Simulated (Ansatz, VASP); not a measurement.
MgB2: VASP beside Ansatz

INCAR

```
SYSTEM = MgB2
ALGO = Normal
EDIFF = 1E-6
ENCUT = 600
GGA = PE
GGA_COMPAT = .FALSE.
ISIF = 2
ISMEAR = -1
LASPH = .TRUE.
LCHARG = .FALSE.
LREAL = .FALSE.
LWAVE = .FALSE.
NBANDS = 11
NELM = 120
PREC = Accurate
SIGMA = 0.1
```

KPOINTS

```
k-points
0
G
  5 5 4
  0 0 0
```

File POSCAR:

```
MgB2
1.0
    3.0850000000      0.0000000000      0.0000000000
   -1.5425000000      2.6716880000      0.0000000000
    0.0000000000      0.0000000000      3.5230000000
Mg B
1 2
Direct
   -0.0010954306     -0.0001474396      0.0001076314
    0.3352846300      0.6678577145      0.5006545618
    0.6671783154      0.3324737859      0.4991034419
```

Input for Ansatz:

```yaml
crystal:
  lattice:
    - [3.085, 0.0, 0.0]
    - [-1.5425, 2.671688, 0.0]
    - [0.0, 0.0, 3.523]
  atoms:
    - { symbol: Mg, position: [-0.0010954305695510364, -0.00014743956299747345, 0.00010763135234703158] }
    - { symbol: B, position: [0.3352846299905418, 0.6678577144707645, 0.5006545617538359] }
    - { symbol: B, position: [0.6671783154297114, 0.33247378586028575, 0.4991034419447029] }
kpoints:
  mp_grid:
    grid: [5, 5, 4]
hamiltonian:
  xc: pbe
scf:
  occupations:
    method: fermi_dirac
output:
  forces: true
```

Alike in both runs: task single point; functional PBE; k mesh 5 × 5 × 4; no spin polarisation.

|  | VASP | Ansatz |
| --- | --- | --- |
| version | VASP 6.6.1 | Ansatz 0.2.0 |
| potentials or method | VASP PAW PBE potentials, release 64 (Mg, B) | plane waves, PAW |
| plane-wave cutoff (eV) | 600 | 420 |
| occupations | fermi-dirac, width 0.1 eV | fermi-dirac |
| valence electrons in the cell | 8 | 16 |

|  | VASP | Ansatz | Ansatz less VASP |
| --- | --- | --- | --- |
| rms of the force components (eV/Å) | 0.040 | 0.040 | -0.0003 |

Atom by atom the forces differ by 0.000 eV/Å (rms over components). VASP's potentials hold 8 valence electrons a cell and Ansatz's 16, so a difference there can come from the potentials and not from the codes.

The k mesh is coarse, so the values compare programs but aren't converged.
